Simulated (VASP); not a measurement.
# NaAl (Pm-3m) in VASP: notebook

NaAl is run at these levels: PBE; tasks: single point, relaxation of cell and atoms.

Program: VASP 6.6.1. These are calculated values, not measurements. Logs are shortened: lines on timing, memory, paths and dates and some standing lists are left out, and cuts for length are marked.

## (1) The cell of the first run

It takes space group Pm-3m (No. 221, cubic). Conventional cell: a = 3.323 Å, b = 3.323 Å, c = 3.323 Å, α = 90.00°, β = 90.00°, γ = 90.00°. Na (site symmetry m-3m) has 8 Al at 2.88 Å and 6 Na at 3.32 Å within 3.8 Å. Al (site symmetry m-3m) has 8 Na at 2.88 Å and 6 Al at 3.32 Å within 3.8 Å.

## (2) Single point, PBE

The input, INCAR:

```
  PREC = Accurate
  ENCUT = 520
  EDIFF = 1E-7
  ISMEAR = 0
  SIGMA = 0.1
  LREAL = False
  LASPH = True
  NELM = 100
  ALGO = Normal
  ISIF = 2
  LWAVE = False
  LCHARG = False
  GGA = PE
  NBANDS = 12
```

The input, KPOINTS:

```
regular mesh
0
Gamma
  6 6 6
```

The input, POSCAR:

```
NaAl
1.0
    3.3234359248      0.0000000000      0.0000000000
    0.0000000000      3.3234359248      0.0000000000
    0.0000000000      0.0000000000      3.3234359248
Na Al
1 1
Direct
    0.0000000000      0.0000000000      0.0000000000
    0.5000000000      0.5000000000      0.5000000000
```

Potentials or basis: VASP PAW PBE potentials, release 64 (Na_pv, Al).

Run with:

```sh
> cat potpaw_PBE.64/Na_pv/POTCAR potpaw_PBE.64/Al/POTCAR > POTCAR
> mpirun -np 1 vasp_std > vasp.out
```

OUTCAR:

```text
PREC = Accurate
   ENCUT = 520
   EDIFF = 1E-7
   ISMEAR = 0
   LREAL = False
   LASPH = True
   NELM = 100
   ISIF = 2
   GGA = PE

 ion  position               nearest neighbor table
   1  0.000  0.000  0.000-   2 2.88   2 2.88   2 2.88   2 2.88   2 2.88   2 2.88   2 2.88   2 2.88

   2  0.500  0.500  0.500-   1 2.88   1 2.88   1 2.88   1 2.88   1 2.88   1 2.88   1 2.88   1 2.88

  LATTYP: Found a simple cubic cell.
 ALAT       =     3.3234359248

  Lattice vectors:

 A1 = (   3.3234359248,   0.0000000000,   0.0000000000)
 A2 = (   0.0000000000,   3.3234359248,   0.0000000000)
 A3 = (   0.0000000000,   0.0000000000,   3.3234359248)

Analysis of symmetry for initial positions (statically):
=====================================================================
 Subroutine PRICEL returns:
 Original cell was already a primitive cell.

 Routine SETGRP: Setting up the symmetry group for a
 simple cubic supercell.

 Subroutine GETGRP returns: Found 48 space group operations
 (whereof 48 operations were pure point group operations)
 out of a pool of 48 trial point group operations.

The static configuration has the point symmetry O_h .

Analysis of symmetry for dynamics (positions and initial velocities):
=====================================================================
 Subroutine PRICEL returns:
 Original cell was already a primitive cell.

 Routine SETGRP: Setting up the symmetry group for a
 simple cubic supercell.

 Subroutine GETGRP returns: Found 48 space group operations
 (whereof 48 operations were pure point group operations)
 out of a pool of 48 trial point group operations.

The dynamic configuration has the point symmetry O_h .

 Subroutine INISYM returns: Found 48 space group operations
 (whereof 48 operations are pure point group operations),
 and found     1 'primitive' translations

----------------------------------------------------------------------------------------

                                     Primitive cell

  volume of cell :      36.7081

  direct lattice vectors                    reciprocal lattice vectors
     3.323435925  0.000000000  0.000000000     0.300893420  0.000000000  0.000000000
     0.000000000  3.323435925  0.000000000     0.000000000  0.300893420  0.000000000
     0.000000000  0.000000000  3.323435925     0.000000000  0.000000000  0.300893420

  length of vectors
     3.323435925  3.323435925  3.323435925     0.300893420  0.300893420  0.300893420

  position of ions in fractional coordinates (direct lattice)
     0.000000000  0.000000000  0.000000000
     0.500000000  0.500000000  0.500000000

[... 84 lines left out ...]
   EMIN   =  10.00;   EMAX   =-10.00  energy-range for DOS
   EFERMI =   0.00;   METHOD = LEGACY
   ISMEAR =     0;   SIGMA  =   0.10  broadening in eV -4-tet -1-fermi 0-gaus
   EFERMI_NEDOS =   21; number of points for ismear=-14 and -15
   IALGO  =     38    algorithm
   IMIX   =      4    mixing-type and parameters
     AMIX     =   0.40;   BMIX     =  1.00
     AMIX_MAG =   1.60;   BMIX_MAG =  1.00
  volume/ion in A,a.u.               =      18.35       123.86
  Fermi-wavevector in a.u.,A,eV,Ry     =   1.061258  2.005486 15.323805  1.126268
  Thomas-Fermi vector in A             =   2.196667
   LORBIT       =      0    0 simple, 1 ext, 2 COOP (PROOUT), +10 PAW based schemes
   GGA     = PE    functional components
   LHFCALC =     F    Hartree Fock is set to
   AEXX    =    0.0000 exact exchange contribution
   IVDW    =     0    specifies the selected vdW correction
   LEPSILON=     F    determine dielectric tensor
   LRPA    =     F    only Hartree local field effects (RPA)
 non-spin polarized calculation
 Gauss-broadening in eV      SIGMA  =   0.10
  energy-cutoff  :      520.00
  volume of cell :       36.71
 maximum number of plane-waves:      1021
 NGX is ok and might be reduce to    28
   NGX = 13   NGY = 13   NGZ = 13

 number of electron      10.0000000 magnetization

 number of electron       9.9999996 magnetization

 Free energy of the ion-electron system (eV)
  ---------------------------------------------------
  ext. energy  EPLUGINS =         0.00000000
  ---------------------------------------------------
  free energy    TOTEN  =        -4.11605342 eV

  energy without entropy =       -4.10958246  energy(sigma->0) =       -4.11281794

 E-fermi :   4.6065     XC(G=0):  -9.3025

 val. band max:        4.3228487954   @ k =   0.3333   0.3333   0.0000
 cond. band min:       4.6232831369   @ k =   0.3333   0.3333   0.1667
 fundamental gap:      0.3004343414
 Fermi energy:         4.6065221746

 k-point     1 :       0.0000    0.0000    0.0000
  band No.  band energies     occupation
      1     -19.1422      2.00000
      2     -19.1422      2.00000
      3     -19.1422      2.00000
      4      -3.3679      2.00000
      5       8.9616      0.00000
      6       8.9616      0.00000
      7       8.9616      0.00000
      8       9.2274      0.00000
      9       9.2274      0.00000
     10      14.8752      0.00000
     11      19.3973      0.00000
     12      19.3973      0.00000
[... 271 lines left out ...]
 k-point    20 :       0.5000    0.5000    0.5000
  band No.  band energies     occupation
      1     -19.1984      2.00000
      2     -19.1984      2.00000
      3     -19.1984      2.00000
      4       4.7213      0.10465
      5       4.7213      0.10465
      6       4.7213      0.10465
      7       4.7316      0.07695
      8       8.0604      0.00000
      9       8.0604      0.00000
     10       8.0604      0.00000
     11      14.1371      0.00000
     12      25.3184      0.00000

------------------------ aborting loop because EDIFF is reached ----------------------------------------

  FORCE on cell =-STRESS in cart. coord.  units (eV):
  Direction    XX          YY          ZZ          XY          YZ          ZX
  --------------------------------------------------------------------------------------
  -------------------------------------------------------------------------------------
  Total        2.4026160      2.4026160      2.4026160     -0.0000000     -0.0000000     -0.0000000
  in kB      104.8655916    104.8655916    104.8655916     -0.0000000     -0.0000000     -0.0000000
  external PRESSURE =     104.8655916 kB  Pullay stress =       0.0000000 kB

 VOLUME and BASIS-vectors are now :
 -----------------------------------------------------------------------------
  energy-cutoff  :      520.00
  volume of cell :       36.71
      direct lattice vectors                 reciprocal lattice vectors
     3.323435925  0.000000000  0.000000000     0.300893420  0.000000000  0.000000000
     0.000000000  3.323435925  0.000000000     0.000000000  0.300893420  0.000000000
     0.000000000  0.000000000  3.323435925     0.000000000  0.000000000  0.300893420

 POSITION                                       TOTAL-FORCE (eV/Angst)
 -----------------------------------------------------------------------------------
      0.00000      0.00000      0.00000         0.000000      0.000000      0.000000
      1.66172      1.66172      1.66172         0.000000      0.000000      0.000000
 -----------------------------------------------------------------------------------
    total drift:                               -0.000000     -0.000000     -0.000000

  FREE ENERGIE OF THE ION-ELECTRON SYSTEM (eV)
  ---------------------------------------------------
  free  energy   TOTEN  =        -4.1160534237 eV

  energy  without entropy=       -4.1095824592  energy(sigma->0) =       -4.11281794
```

It took 4.9 s on 1 thread of AMD EPYC 9R14 (Zen 4), shared host; peak memory 0.12 GiB.

What came out:

| Quantity | Value |
| --- | --- |
| Free energy | -4.1161 eV |
| Pressure | 10.5 GPa |
| Band gap on the k mesh | zero (band 5 reaches 8.96 eV, above the bottom of band 6 at 3.14 eV) |

## (3) Single point, PBE

This run uses another cell than the first one, of 23.24 Å³/atom, 1.266 times its volume.

The input, INCAR:

```
SYSTEM = NaAl
PREC     = Accurate       ! precision mode
ENCUT    = 520            ! plane-wave cutoff, eV
EDIFF    = 1E-6           ! SCF threshold, eV
ISMEAR   = 0              ! smearing method
SIGMA    = 0.1            ! smearing width, eV
LREAL    = .FALSE.        ! projectors in reciprocal space
LASPH    = .TRUE.         ! aspherical terms in the spheres
NELM     = 100            ! most SCF steps
ALGO     = Normal         ! electronic algorithm
ISIF     = 2              ! what is computed and relaxed
LWAVE    = .FALSE.        ! write WAVECAR
LCHARG   = .FALSE.        ! write CHGCAR
GGA      = PE             ! functional
NBANDS   = 12             ! bands
```

The input, KPOINTS:

```
regular mesh
0
G
  6 6 6
  0 0 0
```

The input, POSCAR:

```
NaAl
1.0
    3.5955725534      0.0000000000      0.0000000000
    0.0000000000      3.5955725534      0.0000000000
    0.0000000000      0.0000000000      3.5955725534
Na Al
1 1
Direct
    0.0000000000      0.0000000000      0.0000000000
    0.5000000000      0.5000000000      0.5000000000
```

Potentials or basis: VASP PAW PBE potentials, release 64 (Na_pv, Al).

Run with:

```sh
> cat potpaw_PBE.64/Na_pv/POTCAR potpaw_PBE.64/Al/POTCAR > POTCAR
> mpirun -np 1 vasp_std > vasp.out
```

OUTCAR:

```text
SYSTEM = NaAl
   PREC = Accurate
   ENCUT = 520
   EDIFF = 1E-6
   ISMEAR = 0
   LREAL = .FALSE.
   LASPH = .TRUE.
   NELM = 100
   ISIF = 2
   GGA = PE

 ion  position               nearest neighbor table
   1  0.000  0.000  0.000-
   2  0.500  0.500  0.500-

  LATTYP: Found a simple cubic cell.
 ALAT       =     3.5955725534

  Lattice vectors:

 A1 = (   3.5955725534,   0.0000000000,   0.0000000000)
 A2 = (   0.0000000000,   3.5955725534,   0.0000000000)
 A3 = (   0.0000000000,   0.0000000000,   3.5955725534)

Analysis of symmetry for initial positions (statically):
=====================================================================
 Subroutine PRICEL returns:
 Original cell was already a primitive cell.

 Routine SETGRP: Setting up the symmetry group for a
 simple cubic supercell.

 Subroutine GETGRP returns: Found 48 space group operations
 (whereof 48 operations were pure point group operations)
 out of a pool of 48 trial point group operations.

The static configuration has the point symmetry O_h .

Analysis of symmetry for dynamics (positions and initial velocities):
=====================================================================
 Subroutine PRICEL returns:
 Original cell was already a primitive cell.

 Routine SETGRP: Setting up the symmetry group for a
 simple cubic supercell.

 Subroutine GETGRP returns: Found 48 space group operations
 (whereof 48 operations were pure point group operations)
 out of a pool of 48 trial point group operations.

The dynamic configuration has the point symmetry O_h .

 Subroutine INISYM returns: Found 48 space group operations
 (whereof 48 operations are pure point group operations),
 and found     1 'primitive' translations

----------------------------------------------------------------------------------------

                                     Primitive cell

  volume of cell :      46.4841

  direct lattice vectors                    reciprocal lattice vectors
     3.595572553  0.000000000  0.000000000     0.278119822  0.000000000  0.000000000
     0.000000000  3.595572553  0.000000000     0.000000000  0.278119822  0.000000000
     0.000000000  0.000000000  3.595572553     0.000000000  0.000000000  0.278119822

  length of vectors
     3.595572553  3.595572553  3.595572553     0.278119822  0.278119822  0.278119822

  position of ions in fractional coordinates (direct lattice)
     0.000000000  0.000000000  0.000000000
     0.500000000  0.500000000  0.500000000

  ion indices of the primitive-cell ions
   primitive index   ion index
                 1           1
                 2           2

----------------------------------------------------------------------------------------

 KPOINTS: regular mesh

Automatic generation of k-mesh.
 Grid dimensions read from file:
 generate k-points for:    6    6    6

 Generating k-lattice:

  Cartesian coordinates                     Fractional coordinates (reciprocal lattice)
     0.046353304  0.000000000  0.000000000     0.166666667  0.000000000  0.000000000
     0.000000000  0.046353304  0.000000000     0.000000000  0.166666667  0.000000000
     0.000000000  0.000000000  0.046353304     0.000000000  0.000000000  0.166666667

  Length of vectors
     0.046353304  0.046353304  0.046353304

  Shift w.r.t. Gamma in fractional coordinates (k-lattice)
     0.000000000  0.000000000  0.000000000

 Subroutine IBZKPT returns following result:
 ===========================================

 Found     20 irreducible k-points:

 Following reciprocal coordinates:
            Coordinates               Weight
  0.000000  0.000000  0.000000      1.000000
  0.166667  0.000000  0.000000      6.000000
  0.333333  0.000000  0.000000      6.000000
  0.500000  0.000000  0.000000      3.000000
  0.166667  0.166667  0.000000     12.000000
  0.333333  0.166667  0.000000     24.000000
[... 12 lines left out ...]
  0.500000  0.500000  0.333333      6.000000
  0.500000  0.500000  0.500000      1.000000
   k-points           NKPTS =     20   k-points in BZ     NKDIM =     20   number of bands    NBANDS=     12
   number of dos      NEDOS =    301   number of ions     NIONS =      2
   total plane-waves  NPLWV =  21952
   dimension x,y,z NGX =    28 NGY =   28 NGZ =   28
   dimension x,y,z NGXF=    56 NGYF=   56 NGZF=   56
   ions per type =               1   1
   NGX,Y,Z   is equivalent  to a cutoff of  12.95, 12.95, 12.95 a.u.
   NGXF,Y,Z  is equivalent  to a cutoff of  25.89, 25.89, 25.89 a.u.
 SYSTEM =  NaAl
   PREC   = accura    normal or accurate (medium, high low for compatibility)
   ISTART =      0    job   : 0-new  1-cont  2-samecut
   ICHARG =      2    charge: 1-file 2-atom 10-const
   ISPIN  =      1    spin polarized calculation?
   LNONCOLLINEAR =      F non collinear calculations
   LSORBIT =      F    spin-orbit coupling
   LASPH  =      T    aspherical Exc in radial PAW
   ENCUT  =  520.0 eV  38.22 Ry    6.18 a.u.   6.69  6.69  6.69*2*pi/ulx,y,z
   NELM   =    100;   NELMIN=  2; NELMDL= -5     # of ELM steps
   EDIFF  = 0.1E-05   stopping-criterion for ELM
   LREAL  =      F    real-space projection
   EDIFFG = 0.1E-04   stopping-criterion for IOM
   NSW    =      0    number of steps for IOM
   IBRION =     -1    ionic relax: 0-MD 1-quasi-New 2-CG
   NFREE  =      0    steps in history (QN), initial steepest desc. (CG)
   ISIF   =      2    stress and relaxation
   ISYM   =      2    0-nonsym 1-usesym 2-fastsym
   POTIM  = 0.5000    time-step for ionic-motion
   TEBEG  =    0.0;   TEEND  =   0.0 temperature during run
   PSTRESS=    0.0 pullay stress
   NELECT =      10.0000    total number of electrons
   NUPDOWN=      -1.0000    fix difference up-down
   EMIN   =  10.00;   EMAX   =-10.00  energy-range for DOS
   EFERMI =   0.00;   METHOD = LEGACY
   ISMEAR =     0;   SIGMA  =   0.10  broadening in eV -4-tet -1-fermi 0-gaus
   EFERMI_NEDOS =   21; number of points for ismear=-14 and -15
   IALGO  =     38    algorithm
   IMIX   =      4    mixing-type and parameters
     AMIX     =   0.40;   BMIX     =  1.00
     AMIX_MAG =   1.60;   BMIX_MAG =  1.00
  volume/ion in A,a.u.               =      23.24       156.85
  Fermi-wavevector in a.u.,A,eV,Ry     =   0.980935  1.853698 13.091974  0.962233
  Thomas-Fermi vector in A             =   2.111903
   LORBIT       =      0    0 simple, 1 ext, 2 COOP (PROOUT), +10 PAW based schemes
   GGA     = PE    functional components
   LHFCALC =     F    Hartree Fock is set to
   AEXX    =    0.0000 exact exchange contribution
   IVDW    =     0    specifies the selected vdW correction
   LEPSILON=     F    determine dielectric tensor
   LRPA    =     F    only Hartree local field effects (RPA)
 non-spin polarized calculation
 Gauss-broadening in eV      SIGMA  =   0.10
  energy-cutoff  :      520.00
  volume of cell :       46.48
 maximum number of plane-waves:      1268
 NGX is ok and might be reduce to    28
   NGX = 13   NGY = 13   NGZ = 13

 number of electron      10.0000014 magnetization

 Free energy of the ion-electron system (eV)
  ---------------------------------------------------
  ext. energy  EPLUGINS =         0.00000000
  ---------------------------------------------------
  free energy    TOTEN  =        -4.38977089 eV

  energy without entropy =       -4.38366393  energy(sigma->0) =       -4.38671741

 E-fermi :   2.8994     XC(G=0):  -8.4643

 val. band max:        2.7170639119   @ k =   0.5000   0.5000   0.3333
 cond. band min:       2.9214204652   @ k =   0.3333   0.3333   0.1667
 fundamental gap:      0.2043565533
 Fermi energy:         2.8993821675

 k-point     1 :       0.0000    0.0000    0.0000
  band No.  band energies     occupation
      1     -20.8152      2.00000
      2     -20.8152      2.00000
      3     -20.8152      2.00000
      4      -3.9880      2.00000
      5       6.5456      0.00000
      6       6.5456      0.00000
      7       6.5456      0.00000
      8       7.5900      0.00000
      9       7.5900      0.00000
     10      10.5175      0.00000
     11      16.1623      0.00000
     12      16.1623      0.00000
[... 271 lines left out ...]
 k-point    20 :       0.5000    0.5000    0.5000
  band No.  band energies     occupation
      1     -20.8402      2.00000
      2     -20.8402      2.00000
      3     -20.8402      2.00000
      4       1.9813      2.00000
      5       3.2346      0.00000
      6       3.2346      0.00000
      7       3.2346      0.00000
      8       6.2562      0.00000
      9       6.2562      0.00000
     10       6.2562      0.00000
     11      10.7159      0.00000
     12      21.0910      0.00000

------------------------ aborting loop because EDIFF is reached ----------------------------------------

  FORCE on cell =-STRESS in cart. coord.  units (eV):
  Direction    XX          YY          ZZ          XY          YZ          ZX
  --------------------------------------------------------------------------------------
  -------------------------------------------------------------------------------------
  Total        0.0455453      0.0455453      0.0455453      0.0000000      0.0000000      0.0000000
  in kB        1.5698189      1.5698189      1.5698189      0.0000000      0.0000000      0.0000000
  external PRESSURE =       1.5698189 kB  Pullay stress =       0.0000000 kB

 VOLUME and BASIS-vectors are now :
 -----------------------------------------------------------------------------
  energy-cutoff  :      520.00
  volume of cell :       46.48
      direct lattice vectors                 reciprocal lattice vectors
     3.595572553  0.000000000  0.000000000     0.278119822  0.000000000  0.000000000
     0.000000000  3.595572553  0.000000000     0.000000000  0.278119822  0.000000000
     0.000000000  0.000000000  3.595572553     0.000000000  0.000000000  0.278119822

 POSITION                                       TOTAL-FORCE (eV/Angst)
 -----------------------------------------------------------------------------------
      0.00000      0.00000      0.00000         0.000000      0.000000      0.000000
      1.79779      1.79779      1.79779         0.000000      0.000000      0.000000
 -----------------------------------------------------------------------------------
    total drift:                               -0.000000     -0.000000     -0.000000

  FREE ENERGIE OF THE ION-ELECTRON SYSTEM (eV)
  ---------------------------------------------------
  free  energy   TOTEN  =        -4.3897708937 eV

  energy  without entropy=       -4.3836639336  energy(sigma->0) =       -4.38671741
```

It took 4.2 s on 1 thread of AMD EPYC 9R14 (Zen 4), shared host; peak memory 0.12 GiB.

Results:

| Item | Value |
| --- | --- |
| Free energy | -4.3898 eV |
| Pressure | 0.2 GPa |
| Band gap on the k mesh | zero (band 5 reaches 6.55 eV, above the bottom of band 6 at 1.83 eV) |

(Part 1 of 2 ends here.)
